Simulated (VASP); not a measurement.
# LaF5 (Cmmm) in VASP: relaxation of cell and atoms with PBE

Aim: the relaxation of cell and atoms of LaF5 with PBE.

Everything below comes from runs of VASP 6.6.1. Logs are shortened: lines on timing, memory, paths and dates and some standing lists are left out, and cuts for length are marked.

## Step 1: The cell of the first run

Symmetry: Cmmm, No. 65, orthorhombic system. Conventional cell: a = 4.486 Å, b = 13.889 Å, c = 6.479 Å, α = 90.00°, β = 90.00°, γ = 90.00°. Within 2.8 Å of La (site symmetry mmm) lie 4 F at 2.11 to 2.24 Å. F (site symmetry 2/m) has 2 F at 2.24 Å within 3.0 Å. F (site symmetry mm2) has 1 La at 2.11 Å and 1 F at 2.27 Å within 2.8 Å. Within 3.1 Å of F (site symmetry mmm) lie 2 La at 2.24 Å and 4 F at 3.08 Å.

The cell was generated, and may not be a known phase.

## Step 2: Relaxation of cell and atoms, PBE

INCAR reads:

```
PREC     = Accurate       # precision mode
ENCUT    = 600            # plane-wave cutoff, eV
EDIFF    = 1E-6           # SCF threshold, eV
ISMEAR   = 0              # smearing method
SIGMA    = 0.1            # smearing width, eV
LREAL    = F              # projectors in reciprocal space
LASPH    = T              # aspherical terms in the spheres
NELM     = 60             # most SCF steps
ALGO     = Normal         # electronic algorithm
ISIF     = 3              # what is computed and relaxed
LWAVE    = F              # write WAVECAR
LCHARG   = F              # write CHGCAR
GGA      = PE             # functional
IBRION   = 2              # ionic algorithm
NSW      = 100            # ionic steps
EDIFFG   = -0.01          # ionic threshold
KPAR     = 4
```

KPOINTS reads:

```
Automatic mesh
0
Gamma
  10 10 6
```

POSCAR reads:

```
LaF5
1.0
    2.2429809366     -6.9444528473      0.0000000000
    2.2429809366      6.9444528473      0.0000000000
    0.0000000000      0.0000000000      6.4787267587
La F
1 5
Direct
    0.5000000000      0.5000000000      0.0000000000
    0.0000000000      0.5000000000      0.5000000000
    0.5000000000      0.0000000000      0.5000000000
    0.5000000000      0.5000000000      0.6750520547
    0.5000000000      0.5000000000      0.3249479453
    0.0000000000      0.0000000000      0.0000000000
```

Potentials or basis: VASP PAW PBE potentials, release 64 (La, F).

The run is started by

```bash
$ cat potpaw_PBE.64/La/POTCAR potpaw_PBE.64/F/POTCAR > POTCAR
$ mpirun -np 4 vasp_std > vasp.out
```

OUTCAR:

```text
PREC = Accurate
   ENCUT = 600
   EDIFF = 1E-6
   ISMEAR = 0
   LREAL = F
   LASPH = T
   NELM = 60
   ISIF = 3
   GGA = PE
   IBRION = 2
   NSW = 100
   EDIFFG = -0.01

 ion  position               nearest neighbor table
   1  0.500  0.500  0.000-   4 2.11   5 2.11   6 2.24   6 2.24
   2  0.000  0.500  0.500-
   3  0.500  0.000  0.500-
   4  0.500  0.500  0.675-   1 2.11
   5  0.500  0.500  0.325-   1 2.11
   6  0.000  0.000  0.000-   1 2.24   1 2.24

  LATTYP: Found a base centered orthorhombic cell.
 ALAT       =     4.4859618732
 B/A-ratio  =     3.0960819747
 C/A-ratio  =     1.4442224303

  Lattice vectors:

 A1 = (   2.2429809366,  -6.9444528473,   0.0000000000)
 A2 = (   2.2429809366,   6.9444528473,   0.0000000000)
 A3 = (   0.0000000000,   0.0000000000,   6.4787267587)

Analysis of symmetry for initial positions (statically):
=====================================================================
 Subroutine PRICEL returns:
 Original cell was already a primitive cell.

 Routine SETGRP: Setting up the symmetry group for a
 base centered orthorhombic supercell.

 Subroutine GETGRP returns: Found  8 space group operations
 (whereof  8 operations were pure point group operations)
 out of a pool of  8 trial point group operations.

The static configuration has the point symmetry D_2h.

Analysis of symmetry for dynamics (positions and initial velocities):
=====================================================================
 Subroutine PRICEL returns:
 Original cell was already a primitive cell.

 Routine SETGRP: Setting up the symmetry group for a
 base centered orthorhombic supercell.

 Subroutine GETGRP returns: Found  8 space group operations
 (whereof  8 operations were pure point group operations)
 out of a pool of  8 trial point group operations.

The dynamic configuration has the point symmetry D_2h.

 Subroutine INISYM returns: Found  8 space group operations
 (whereof  8 operations are pure point group operations),
 and found     1 'primitive' translations

----------------------------------------------------------------------------------------

                                     Primitive cell

  volume of cell :     201.8289

[... 115 lines left out ...]
     AMIX     =   0.40;   BMIX     =  1.00
     AMIX_MAG =   1.60;   BMIX_MAG =  1.00
  volume/ion in A,a.u.               =      33.64       227.00
  Fermi-wavevector in a.u.,A,eV,Ry     =   0.999999  1.889725 13.605806  0.999999
  Thomas-Fermi vector in A             =   2.132327
   LORBIT       =      0    0 simple, 1 ext, 2 COOP (PROOUT), +10 PAW based schemes
   GGA     = PE    functional components
   LHFCALC =     F    Hartree Fock is set to
   AEXX    =    0.0000 exact exchange contribution
   IVDW    =     0    specifies the selected vdW correction
   LEPSILON=     F    determine dielectric tensor
   LRPA    =     F    only Hartree local field effects (RPA)
 conjugate gradient relaxation of ions
 non-spin polarized calculation
 Gauss-broadening in eV      SIGMA  =   0.10
  energy-cutoff  :      600.00
  volume of cell :      201.83
 maximum number of plane-waves:      6772
 NGX is ok and might be reduce to    60
   NGX = 29   NGY = 29   NGZ = 25

--------------------------------------- Ionic step        1  -------------------------------------------

 number of electron      46.0000015 magnetization

 Free energy of the ion-electron system (eV)
  ---------------------------------------------------
  ext. energy  EPLUGINS =         0.00000000
  ---------------------------------------------------
  free energy    TOTEN  =       -26.52121196 eV

  energy without entropy =      -26.47906624  energy(sigma->0) =      -26.50013910

------------------------ aborting loop because EDIFF is reached ----------------------------------------

  FORCE on cell =-STRESS in cart. coord.  units (eV):
  Direction    XX          YY          ZZ          XY          YZ          ZX
  --------------------------------------------------------------------------------------
  -------------------------------------------------------------------------------------
  Total       -0.3062307     -0.1786510     -0.1971045     -0.0000000      0.0000000      0.0000000
  in kB       -2.4309498     -1.4181847     -1.5646741     -0.0000000      0.0000000      0.0000000
  external PRESSURE =      -1.8046028 kB  Pullay stress =       0.0000000 kB
[... 101 lines left out ...]
  FREE ENERGIE OF THE ION-ELECTRON SYSTEM (eV)
  ---------------------------------------------------
  free  energy   TOTEN  =       -26.5220320116 eV

  energy  without entropy=      -26.4809488133  energy(sigma->0) =      -26.50149041

[... ionic steps 4 to 31 ...]

--------------------------------------- Ionic step       32  -------------------------------------------

 number of electron      46.0000015 magnetization

------------------------ aborting loop because EDIFF is reached ----------------------------------------
[... 75 lines left out ...]
--------------------------------------- Ionic step       34  -------------------------------------------

 number of electron      46.0000015 magnetization

 Free energy of the ion-electron system (eV)
  ---------------------------------------------------
  ext. energy  EPLUGINS =         0.00000000
  ---------------------------------------------------
  free energy    TOTEN  =       -26.52951877 eV

  energy without entropy =      -26.48887095  energy(sigma->0) =      -26.50919486

 E-fermi :  -4.0745     XC(G=0):  -5.7840

 val. band max:       -4.1133937028   @ k =   0.0000   0.0000   0.0000
 cond. band min:      -3.9985146822   @ k =   0.2000   0.1000   0.0000
 fundamental gap:      0.1148790206
 Fermi energy:        -4.0745062365

 k-point     1 :       0.0000    0.0000    0.0000
  band No.  band energies     occupation
      1     -33.9236      2.00000
      2     -25.6551      2.00000
      3     -24.9729      2.00000
      4     -24.4930      2.00000
      5     -23.9871      2.00000
      6     -22.9849      2.00000
[... 709 lines left out ...]
     26       1.2924      0.00000
     27       1.3380      0.00000

 [... further k-points ...]

------------------------ aborting loop because EDIFF is reached ----------------------------------------

  FORCE on cell =-STRESS in cart. coord.  units (eV):
  Direction    XX          YY          ZZ          XY          YZ          ZX
  --------------------------------------------------------------------------------------
  -------------------------------------------------------------------------------------
  Total        0.0084253     -0.0332479     -0.0188094     -0.0000000      0.0000000      0.0000000
  in kB        0.0717998     -0.2833371     -0.1602927     -0.0000000      0.0000000      0.0000000
  external PRESSURE =      -0.1239433 kB  Pullay stress =       0.0000000 kB
[... 21 lines left out ...]
  FREE ENERGIE OF THE ION-ELECTRON SYSTEM (eV)
  ---------------------------------------------------
  free  energy   TOTEN  =       -26.5295187667 eV

  energy  without entropy=      -26.4888709518  energy(sigma->0) =      -26.50919486

 reached required accuracy - stopping structural energy minimisation
```

Wall time 64 min (4 MPI ranks of Intel Xeon 6975P-C (Granite Rapids), shared host); peak memory 1 GiB.

What came out:

* Free energy: -26.5295 eV
* Relaxed volume: 31.33 Å³/atom
* Relaxed cell: a = 6.913 Å, b = 6.913 Å, c = 6.420 Å, α = 90.00°, β = 90.00°, γ = 142.21°
* Space group after relaxing (to 0.1 Å): Cmmm (No. 65)
* Energy gained by relaxing: 1.4 meV/atom
* Ionic steps: 34
* Pressure after relaxing: 0.0 GPa
* Largest force after relaxing: 0.009 eV/Å
* Band gap on the k mesh: zero (bands 23 and 24 overlap by 0.69 eV)

Forces in eV/Å, atoms in the order of the input:
```
La   0.000  0.000  0.000
F    0.000  0.000  0.000
F    0.000  0.000  0.000
F    0.000  0.000 -0.009
F    0.000  0.000  0.009
F    0.000  0.000  0.000
```

Step by step:
| step | energy change (eV) | largest force (eV/Å) | pressure (GPa) | volume (Å³) |
| --- | --- | --- | --- | --- |
| 1 | 0.0000 | 0.0142 | -0.18 | 201.83 |
| 2 | -0.0008 | 0.0547 | -0.04 | 200.72 |
| 3 | -0.0008 | 0.0627 | 0.00 | 200.45 |
| 4 | -0.0014 | 0.0064 | -0.03 | 199.77 |
| 5 | -0.0016 | 0.0566 | -0.05 | 199.03 |
| 6 | -0.0019 | 0.0585 | -0.05 | 198.68 |
| 7 | -0.0027 | 0.0673 | -0.04 | 197.65 |
| 8 | -0.0036 | 0.0864 | -0.03 | 195.58 |
| 9 | -0.0032 | 0.1313 | 0.01 | 191.46 |
| 10 | -0.0039 | 0.1036 | -0.01 | 194.15 |
| 11 | -0.0045 | 0.0377 | 0.02 | 193.87 |
| 12 | -0.0047 | 0.0320 | 0.06 | 193.56 |
| 13 | -0.0051 | 0.0331 | 0.05 | 193.49 |
| 14 | -0.0059 | 0.0444 | 0.00 | 193.28 |
| 15 | -0.0063 | 0.0607 | -0.10 | 192.87 |
| 16 | -0.0068 | 0.0255 | -0.09 | 192.48 |
| 17 | -0.0069 | 0.0053 | -0.09 | 192.13 |
| 18 | -0.0071 | 0.0207 | -0.04 | 191.65 |
| 19 | -0.0072 | 0.0328 | 0.00 | 191.41 |
| 20 | -0.0071 | 0.0590 | 0.06 | 190.93 |
| 21 | -0.0072 | 0.0422 | 0.02 | 191.25 |
| 22 | -0.0074 | 0.0343 | 0.02 | 190.94 |
| 23 | -0.0078 | 0.0149 | 0.01 | 190.02 |
| 24 | -0.0076 | 0.0347 | 0.01 | 188.19 |
| 25 | -0.0079 | 0.0035 | 0.01 | 189.29 |
| 26 | -0.0079 | 0.0364 | -0.03 | 189.20 |
| 27 | -0.0079 | 0.0371 | -0.04 | 189.20 |
| 28 | -0.0080 | 0.0343 | -0.04 | 189.08 |
| 29 | -0.0082 | 0.0211 | -0.03 | 188.71 |
| 30 | -0.0083 | 0.0047 | -0.03 | 187.96 |
| 31 | -0.0083 | 0.0014 | -0.04 | 188.20 |
| 32 | -0.0083 | 0.0225 | 0.01 | 187.98 |
| 33 | -0.0083 | 0.0132 | 0.00 | 188.08 |
| 34 | -0.0083 | 0.0087 | -0.01 | 188.01 |

Final structure:
```
La F
1.0
     2.23866   -6.54032    0.00000
     2.23866    6.54032    0.00000
     0.00000    0.00000    6.42027
La F
1 5
Direct
  0.50000 0.50000 0.00000
  0.00000 0.50000 0.50000
  0.50000 0.00000 0.50000
  0.50000 0.50000 0.67292
  0.50000 0.50000 0.32708
  0.00000 0.00000 0.00000
```

Caveat: spin-orbit coupling is left out, which moves the levels of the heavy elements.

The gap in the log of VASP goes by the Fermi energy; the results here count the filled bands.